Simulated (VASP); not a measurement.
# NbRu3 in VASP: a series of runs

NbRu3 is run at these levels: LDA; tasks: single point.

Everything below comes from runs of VASP 6.6.1. Logs are shortened: lines on timing, memory, paths and dates and some standing lists are left out, and cuts for length are marked.

## (1) The cell of the first run

It takes space group Pm-3m (No. 221, cubic). Conventional cell: a = 3.801 Å, b = 3.801 Å, c = 3.801 Å, α = 90.00°, β = 90.00°, γ = 90.00°. Within 3.5 Å of Nb (site symmetry m-3m) lie 12 Ru at 2.69 Å. Ru (site symmetry 4/mmm) has 4 Nb at 2.69 Å and 8 Ru at 2.69 Å within 3.5 Å.

## (2) Single point, LDA (13.73 Å³/atom)

Contents of INCAR:

```
SYSTEM = NbRu3
ALGO = Normal
EDIFF = 1E-6
ENCUT = 520
GGA = CA
ISIF = 2
ISMEAR = -1
LASPH = .True.
LCHARG = .False.
LREAL = .False.
LWAVE = .False.
NBANDS = 36
NELM = 80
PREC = Accurate
SIGMA = 0.05
```

Contents of KPOINTS:

```
k-points
0
Gamma
  9 9 9
  0 0 0
```

Contents of POSCAR:

```
NbRu3
1.0
    3.8007941018      0.0000000000      0.0000000000
    0.0000000000      3.8007941018      0.0000000000
    0.0000000000      0.0000000000      3.8007941018
Nb Ru
1 3
Direct
    0.0000000000      0.0000000000      0.0000000000
    0.0000000000      0.5000000000      0.5000000000
    0.5000000000      0.0000000000      0.5000000000
    0.5000000000      0.5000000000      0.0000000000
```

Potentials or basis: VASP PAW LDA potentials, release 64 (Nb_sv, Ru_pv).

Run with:

```bash
$ cat potpaw_LDA.64/Nb_sv/POTCAR potpaw_LDA.64/Ru_pv/POTCAR > POTCAR
$ mpirun -np 1 vasp_std > vasp.out
```

OUTCAR:

```text
SYSTEM = NbRu3
   EDIFF = 1E-6
   ENCUT = 520
   GGA = CA
   ISIF = 2
   ISMEAR = -1
   LASPH = .True.
   LREAL = .False.
   NELM = 80
   PREC = Accurate

 ion  position               nearest neighbor table
   1  0.000  0.000  0.000-   2 2.69   3 2.69   4 2.69   2 2.69   3 2.69   2 2.69   4 2.69   2 2.69
                             3 2.69   4 2.69   3 2.69   4 2.69
   2  0.000  0.500  0.500-   1 2.69   3 2.69   4 2.69   1 2.69   4 2.69   1 2.69   3 2.69   1 2.69
                             3 2.69   4 2.69   4 2.69   3 2.69
   3  0.500  0.000  0.500-   1 2.69   2 2.69   4 2.69   1 2.69   4 2.69   2 2.69   4 2.69   4 2.69
                             1 2.69   2 2.69   1 2.69   2 2.69
   4  0.500  0.500  0.000-   1 2.69   2 2.69   3 2.69   2 2.69   3 2.69   1 2.69   3 2.69   3 2.69
                             1 2.69   2 2.69   2 2.69   1 2.69

  LATTYP: Found a simple cubic cell.
 ALAT       =     3.8007941018

  Lattice vectors:

 A1 = (   3.8007941018,   0.0000000000,   0.0000000000)
 A2 = (   0.0000000000,   3.8007941018,   0.0000000000)
 A3 = (   0.0000000000,   0.0000000000,   3.8007941018)

Analysis of symmetry for initial positions (statically):
=====================================================================
 Subroutine PRICEL returns:
 Original cell was already a primitive cell.

 Routine SETGRP: Setting up the symmetry group for a
 simple cubic supercell.

 Subroutine GETGRP returns: Found 48 space group operations
 (whereof 48 operations were pure point group operations)
 out of a pool of 48 trial point group operations.

The static configuration has the point symmetry O_h .

Analysis of symmetry for dynamics (positions and initial velocities):
=====================================================================
 Subroutine PRICEL returns:
 Original cell was already a primitive cell.

 Routine SETGRP: Setting up the symmetry group for a
 simple cubic supercell.

 Subroutine GETGRP returns: Found 48 space group operations
 (whereof 48 operations were pure point group operations)
 out of a pool of 48 trial point group operations.

The dynamic configuration has the point symmetry O_h .

 Subroutine INISYM returns: Found 48 space group operations
 (whereof 48 operations are pure point group operations),
 and found     1 'primitive' translations

----------------------------------------------------------------------------------------

                                     Primitive cell

[... 88 lines left out ...]
   ISPIN  =      1    spin polarized calculation?
   LNONCOLLINEAR =      F non collinear calculations
   LSORBIT =      F    spin-orbit coupling
   LASPH  =      T    aspherical Exc in radial PAW
   ENCUT  =  520.0 eV  38.22 Ry    6.18 a.u.   7.07  7.07  7.07*2*pi/ulx,y,z
   NELM   =     80;   NELMIN=  2; NELMDL= -5     # of ELM steps
   EDIFF  = 0.1E-05   stopping-criterion for ELM
   LREAL  =      F    real-space projection
   EDIFFG = 0.1E-04   stopping-criterion for IOM
   NSW    =      0    number of steps for IOM
   IBRION =     -1    ionic relax: 0-MD 1-quasi-New 2-CG
   NFREE  =      0    steps in history (QN), initial steepest desc. (CG)
   ISIF   =      2    stress and relaxation
   ISYM   =      2    0-nonsym 1-usesym 2-fastsym
   POTIM  = 0.5000    time-step for ionic-motion
   TEBEG  =    0.0;   TEEND  =   0.0 temperature during run
   PSTRESS=    0.0 pullay stress
   NELECT =      55.0000    total number of electrons
   NUPDOWN=      -1.0000    fix difference up-down
   EMIN   =  10.00;   EMAX   =-10.00  energy-range for DOS
   EFERMI =   0.00;   METHOD = LEGACY
   ISMEAR =    -1;   SIGMA  =   0.05  broadening in eV -4-tet -1-fermi 0-gaus
   EFERMI_NEDOS =   21; number of points for ismear=-14 and -15
   IALGO  =     38    algorithm
   IMIX   =      4    mixing-type and parameters
     AMIX     =   0.40;   BMIX     =  1.00
     AMIX_MAG =   1.60;   BMIX_MAG =  1.00
  volume/ion in A,a.u.               =      13.73        92.63
  Fermi-wavevector in a.u.,A,eV,Ry     =   1.638028  3.095425 36.506288  2.683137
  Thomas-Fermi vector in A             =   2.729069
   LORBIT       =      0    0 simple, 1 ext, 2 COOP (PROOUT), +10 PAW based schemes
   GGA     = CA    functional components
   LHFCALC =     F    Hartree Fock is set to
   AEXX    =    0.0000 exact exchange contribution
   IVDW    =     0    specifies the selected vdW correction
   LEPSILON=     F    determine dielectric tensor
   LRPA    =     F    only Hartree local field effects (RPA)
 non-spin polarized calculation
  energy-cutoff  :      520.00
  volume of cell :       54.91
 maximum number of plane-waves:      1498
   NGX = 15   NGY = 15   NGZ = 15

 number of electron      55.0000028 magnetization

 Free energy of the ion-electron system (eV)
  ---------------------------------------------------
  ext. energy  EPLUGINS =         0.00000000
  ---------------------------------------------------
  free energy    TOTEN  =       -43.81112259 eV

  energy without entropy =      -43.77030924  energy(sigma->0) =      -43.79071591

 E-fermi :  13.1034     XC(G=0): -14.2760

 val. band max:       13.0849832164   @ k =   0.4444   0.4444   0.3333
 cond. band min:      13.1093634472   @ k =   0.2222   0.2222   0.2222
 fundamental gap:      0.0243802308
 Fermi energy:        13.1033582251

 k-point     1 :       0.0000    0.0000    0.0000
  band No.  band energies     occupation
      1     -41.2189      2.00000
      2     -29.5621      2.00000
      3     -29.5621      2.00000
      4     -29.5621      2.00000
      5     -29.0892      2.00000
      6     -29.0892      2.00000
[... 925 lines left out ...]
     35      17.3831      0.00000
     36      20.1920      0.00000

 [... further k-points ...]
[... 5 lines left out ...]
  --------------------------------------------------------------------------------------
  -------------------------------------------------------------------------------------
  Total        2.5991514      2.5991514      2.5991514      0.0000000     -0.0000000      0.0000000
  in kB       75.8436321     75.8436321     75.8436321      0.0000000     -0.0000000      0.0000000
  external PRESSURE =      75.8436321 kB  Pullay stress =       0.0000000 kB

 VOLUME and BASIS-vectors are now :
 -----------------------------------------------------------------------------
  energy-cutoff  :      520.00
  volume of cell :       54.91
      direct lattice vectors                 reciprocal lattice vectors
     3.800794102  0.000000000  0.000000000     0.263102913  0.000000000  0.000000000
     0.000000000  3.800794102  0.000000000     0.000000000  0.263102913  0.000000000
     0.000000000  0.000000000  3.800794102     0.000000000  0.000000000  0.263102913

 POSITION                                       TOTAL-FORCE (eV/Angst)
 -----------------------------------------------------------------------------------
      0.00000      0.00000      0.00000         0.000000      0.000000      0.000000
      0.00000      1.90040      1.90040         0.000000      0.000000      0.000000
      1.90040      0.00000      1.90040         0.000000      0.000000      0.000000
      1.90040      1.90040      0.00000         0.000000      0.000000      0.000000
 -----------------------------------------------------------------------------------
    total drift:                                0.000000      0.000000      0.000000

  FREE ENERGIE OF THE ION-ELECTRON SYSTEM (eV)
  ---------------------------------------------------
  free  energy   TOTEN  =       -43.8111225911 eV

  energy  without entropy=      -43.7703092386  energy(sigma->0) =      -43.79071591
```

Wall time 57 s (1 thread of Intel Xeon 8259CL, shared host); peak memory 0.18 GiB.

What came out:

| Item | Value |
| --- | --- |
| Free energy | -43.8111 eV |
| Pressure | 7.6 GPa |
| Band gap on the k mesh | zero (an odd number of electrons rules out a gap without spin polarisation) |

Caveat: the cell stands under pressure.

## (3) Single point, LDA (14.31 Å³/atom)

This run uses another cell than the first one, of 14.31 Å³/atom.

Contents of INCAR:

```
ALGO = Normal
EDIFF = 1E-6
ENCUT = 520
GGA = CA
ISIF = 2
ISMEAR = -1
LASPH = True
LCHARG = False
LREAL = False
LWAVE = False
NBANDS = 36
NELM = 80
PREC = Accurate
SIGMA = 0.05
```

Contents of KPOINTS:

```
k-points
0
Gamma
  9 9 9
```

Contents of POSCAR:

```
NbRu3
1.0
    3.8539589469      0.0000000000      0.0000000000
    0.0000000000      3.8539589469      0.0000000000
    0.0000000000      0.0000000000      3.8539589469
Nb Ru
1 3
Direct
    0.0000000000      0.0000000000      0.0000000000
    0.0000000000      0.5000000000      0.5000000000
    0.5000000000      0.0000000000      0.5000000000
    0.5000000000      0.5000000000      0.0000000000
```

Potentials or basis: VASP PAW LDA potentials, release 64 (Nb_sv, Ru_pv).

Run with:

```bash
$ cat potpaw_LDA.64/Nb_sv/POTCAR potpaw_LDA.64/Ru_pv/POTCAR > POTCAR
$ mpirun -np 1 vasp_std > vasp.out
```

Wall time 72 s (1 thread of Intel Xeon 8259CL, shared host); peak memory 0.19 GiB.

Results (log left out):

| Item | Value |
| --- | --- |
| Free energy | -43.8252 eV |
| Pressure | -5.5 GPa |
| Band gap on the k mesh | zero (an odd number of electrons rules out a gap without spin polarisation) |

Levels at points of the mesh, in eV from the Fermi level:
| k point | band 26 | band 27 | band 28 | band 29 | band 30 | band 31 |
| --- | --- | --- | --- | --- | --- | --- |
| (0.00, 0.00, 0.00) | 1.85 | 2.39 | 2.39 | 2.39 | 3.74 | 3.74 |

Caveat: the cell stands under tension.

## (4) Single point, LDA (14.75 Å³/atom)

This run uses another cell than the first one, of 14.75 Å³/atom.

Contents of INCAR:

```
SYSTEM = NbRu3
PREC     = Accurate       ! precision mode
ENCUT    = 520            ! plane-wave cutoff, eV
EDIFF    = 1E-6           ! SCF threshold, eV
ISMEAR   = -1             ! smearing method
SIGMA    = 0.05           ! smearing width, eV
LREAL    = .FALSE.        ! projectors in reciprocal space
LASPH    = .TRUE.         ! aspherical terms in the spheres
NELM     = 80             ! most SCF steps
ALGO     = Normal         ! electronic algorithm
ISIF     = 2              ! what is computed and relaxed
LWAVE    = .FALSE.        ! write WAVECAR
LCHARG   = .FALSE.        ! write CHGCAR
NBANDS   = 36             ! bands
```

Contents of KPOINTS:

```
regular mesh
0
G
  9 9 9
  0 0 0
```

Contents of POSCAR:

```
NbRu3
1.0
    3.8928904601      0.0000000000      0.0000000000
    0.0000000000      3.8928904601      0.0000000000
    0.0000000000      0.0000000000      3.8928904601
Nb Ru
1 3
Direct
    0.0000000000      0.0000000000      0.0000000000
    0.0000000000      0.5000000000      0.5000000000
    0.5000000000      0.0000000000      0.5000000000
    0.5000000000      0.5000000000      0.0000000000
```

Run with:

```bash
$ cat potpaw_LDA.64/Nb_sv/POTCAR potpaw_LDA.64/Ru_pv/POTCAR > POTCAR
$ mpirun -np 1 vasp_std > vasp.out
```

It took 71 s on 1 thread of Intel Xeon 8259CL, shared host; peak memory 0.19 GiB.

Results (log left out):

| Property | Result |
| --- | --- |
| Free energy | -43.7217 eV |
| Pressure | -13.5 GPa |
| Band gap on the k mesh | zero (an odd number of electrons rules out a gap without spin polarisation) |

Levels at points of the mesh, in eV from the Fermi level:
| k point | band 25 | band 26 | band 27 | band 28 | band 29 | band 30 | band 31 | band 32 |
| --- | --- | --- | --- | --- | --- | --- | --- | --- |
| (0.00, 0.00, 0.00) | 0.48 | 1.76 | 2.28 | 2.28 | 2.28 | 3.59 | 3.59 | 3.95 |

Caveat: the cell stands under tension.

## (5) Single point, LDA (15.19 Å³/atom)

This run uses another cell than the first one, of 15.19 Å³/atom.

Contents of INCAR:

```
PREC     = Accurate       # precision mode
ENCUT    = 520            # plane-wave cutoff, eV
EDIFF    = 1E-6           # SCF threshold, eV
ISMEAR   = -1             # smearing method
SIGMA    = 0.05           # smearing width, eV
LREAL    = F              # projectors in reciprocal space
LASPH    = T              # aspherical terms in the spheres
NELM     = 60             # most SCF steps
ALGO     = Normal         # electronic algorithm
ISIF     = 2              # what is computed and relaxed
LWAVE    = F              # write WAVECAR
LCHARG   = F              # write CHGCAR
GGA      = CA             # functional
NBANDS   = 36             # bands
```

Contents of KPOINTS:

```
Automatic mesh
0
Gamma
  9 9 9
```

Contents of POSCAR:

```
NbRu3
1.0
    3.9310584868      0.0000000000      0.0000000000
    0.0000000000      3.9310584868      0.0000000000
    0.0000000000      0.0000000000      3.9310584868
Nb Ru
1 3
Direct
    0.0000000000      0.0000000000      0.0000000000
    0.0000000000      0.5000000000      0.5000000000
    0.5000000000      0.0000000000      0.5000000000
    0.5000000000      0.5000000000      0.0000000000
```

Potentials or basis: VASP PAW LDA potentials, release 64 (Nb_sv, Ru_pv).

Run with:

```bash
$ cat potpaw_LDA.64/Nb_sv/POTCAR potpaw_LDA.64/Ru_pv/POTCAR > POTCAR
$ mpirun -np 1 vasp_std > vasp.out
```

OUTCAR:

```text
PREC = Accurate
   ENCUT = 520
   EDIFF = 1E-6
   ISMEAR = -1
   LREAL = F
   LASPH = T
   NELM = 60
   ISIF = 2
   GGA = CA

 ion  position               nearest neighbor table
   1  0.000  0.000  0.000-   2 2.78   3 2.78   4 2.78   2 2.78   3 2.78   2 2.78   4 2.78   2 2.78
                             3 2.78   4 2.78   3 2.78   4 2.78
   2  0.000  0.500  0.500-   1 2.78   3 2.78   4 2.78   1 2.78   4 2.78   1 2.78   3 2.78   1 2.78
                             3 2.78   4 2.78   4 2.78   3 2.78
   3  0.500  0.000  0.500-   1 2.78   2 2.78   4 2.78   1 2.78   4 2.78   2 2.78   4 2.78   4 2.78
[... 1141 lines left out ...]
  -------------------------------------------------------------------------------------
  Total       -7.6894154     -7.6894154     -7.6894154     -0.0000000      0.0000000     -0.0000000
  in kB     -202.8034730   -202.8034730   -202.8034730     -0.0000000      0.0000000     -0.0000000
  external PRESSURE =    -202.8034730 kB  Pullay stress =       0.0000000 kB

 VOLUME and BASIS-vectors are now :
 -----------------------------------------------------------------------------
  energy-cutoff  :      520.00
  volume of cell :       60.75
      direct lattice vectors                 reciprocal lattice vectors
     3.931058487  0.000000000  0.000000000     0.254384412  0.000000000  0.000000000
     0.000000000  3.931058487  0.000000000     0.000000000  0.254384412  0.000000000
     0.000000000  0.000000000  3.931058487     0.000000000  0.000000000  0.254384412

 POSITION                                       TOTAL-FORCE (eV/Angst)
 -----------------------------------------------------------------------------------
      0.00000      0.00000      0.00000         0.000000      0.000000      0.000000
      0.00000      1.96553      1.96553         0.000000      0.000000      0.000000
      1.96553      0.00000      1.96553         0.000000      0.000000      0.000000
      1.96553      1.96553      0.00000         0.000000      0.000000      0.000000
 -----------------------------------------------------------------------------------
    total drift:                                0.000000      0.000000     -0.000000

  FREE ENERGIE OF THE ION-ELECTRON SYSTEM (eV)
  ---------------------------------------------------
  free  energy   TOTEN  =       -43.5375293740 eV

  energy  without entropy=      -43.4909973242  energy(sigma->0) =      -43.51426335
```

OSZICAR:

```text
N       E                     dE             d eps       ncg     rms          rms(c)
DAV:   1     0.680666293174E+03    0.68067E+03   -0.32131E+04  2520   0.165E+03
DAV:   2    -0.179742052053E+02   -0.69864E+03   -0.68301E+03  2836   0.579E+02
DAV:   3    -0.447575637365E+02   -0.26783E+02   -0.25485E+02  3788   0.110E+02
DAV:   4    -0.462301777503E+02   -0.14726E+01   -0.14576E+01  3728   0.205E+01
DAV:   5    -0.462716935305E+02   -0.41516E-01   -0.41471E-01  3592   0.352E+00    0.194E+01
DAV:   6    -0.438389773233E+02    0.24327E+01   -0.71150E+00  2948   0.185E+01    0.472E+00
DAV:   7    -0.438118392275E+02    0.27138E-01   -0.28158E+00  4640   0.930E+00    0.456E+00
DAV:   8    -0.435408172682E+02    0.27102E+00   -0.94217E-01  3700   0.599E+00    0.136E+00
DAV:   9    -0.435374157866E+02    0.34015E-02   -0.47893E-02  3032   0.149E+00    0.327E-01
DAV:  10    -0.435375150010E+02   -0.99214E-04   -0.37268E-03  4072   0.396E-01    0.554E-02
DAV:  11    -0.435375172188E+02   -0.22178E-05   -0.10109E-04  3688   0.544E-02    0.301E-02
DAV:  12    -0.435375295743E+02   -0.12355E-04   -0.40970E-05  4736   0.423E-02    0.116E-02
DAV:  13    -0.435375293740E+02    0.20023E-06   -0.19930E-06  2384   0.101E-02
   1 F= -.43537529E+02 E0= -.43514263E+02  d E =-.465320E-01
```

Run time: 72 s. Hardware: 1 thread of Intel Xeon 8259CL, shared host; peak memory 0.19 GiB.

Results:

* Free energy: -43.5375 eV
* Pressure: -20.3 GPa
* Band gap on the k mesh: zero (an odd number of electrons rules out a gap without spin polarisation)

Caveat: the cell stands under tension.

## (6) Single point, LDA (equal xy, yz and zx shear strains of +1 %)

Contents of INCAR:

```
ALGO = Normal
EDIFF = 1E-6
ENCUT = 520
ISIF = 2
ISMEAR = -1
LASPH = T
LCHARG = T
LELF = T
LREAL = F
LVHAR = T
LWAVE = F
NBANDS = 36
NELM = 60
PREC = Accurate
SIGMA = 0.05
```

Contents of KPOINTS:

```
k-points
0
Gamma
  9 9 9
```

Contents of POSCAR:

```
NbRu3
1.0
    3.8800000000      0.0194000000      0.0194000000
    0.0194000000      3.8800000000      0.0194000000
    0.0194000000      0.0194000000      3.8800000000
Nb Ru
1 3
Direct
    0.0000000000      0.0000000000      0.0000000000
    0.0000000000      0.5000000000      0.5000000000
    0.5000000000      0.0000000000      0.5000000000
    0.5000000000      0.5000000000      0.0000000000
```

Potentials or basis: VASP PAW LDA potentials, release 64 (Nb_sv, Ru_pv).

Run with:

```bash
$ cat potpaw_LDA.64/Nb_sv/POTCAR potpaw_LDA.64/Ru_pv/POTCAR > POTCAR
$ mpirun -np 1 vasp_std > vasp.out
```

Wall time 1.9 min (1 thread of Intel Xeon Platinum 8488C (Sapphire Rapids), shared host); peak memory 0.25 GiB.

Results (log left out):

```
Free energy            : -43.7576 eV
Pressure               : -10.9 GPa
Band gap on the k mesh : zero (an odd number of electrons rules out a gap without spin polarisation)
```

Stress tensor (GPa, compression positive):
```
-10.93  -1.58  -1.58
 -1.58 -10.93  -1.58
 -1.58  -1.58 -10.93
```

Levels at points of the mesh, in eV from the Fermi level:
```tsv
k point	band 25	band 26	band 27	band 28	band 29	band 30	band 31	band 32
(0.00, 0.00, 0.00)	0.49	1.78	2.31	2.31	2.32	3.63	3.63	3.98
```

Caveat: the cell differs from its parent crystal (equal xy, yz and zx shear strains of +1 %); the cell stands under tension.

## (7) Overview

| cell | gap on the mesh (eV) | pressure (GPa) |
| --- | --- | --- |
| a = 3.801 Å, 4 atoms | none | 7.6 |
| a = 3.854 Å, 4 atoms | none | -5.5 |
| a = 3.893 Å, 4 atoms | none | -13.5 |
| a = 3.931 Å, 4 atoms | none | -20.3 |
| a = 3.880 Å, angles 89.4°, 4 atoms | none | -10.9 |

Alike in all rows: task single point; level LDA; potentials or basis VASP PAW LDA potentials, release 64 (Nb_sv, Ru_pv); no spin polarisation; k mesh 9 × 9 × 9; cutoff (eV) 520; smearing fermi-dirac 0.05 eV.

Caveats: the cell stands under tension (at least some runs); the cell stands under pressure (at least some runs).

Total energies depend on the potentials used, so only differences within one code and one set of settings carry meaning.

The gap in the log of VASP goes by the Fermi energy; the results here count the filled bands.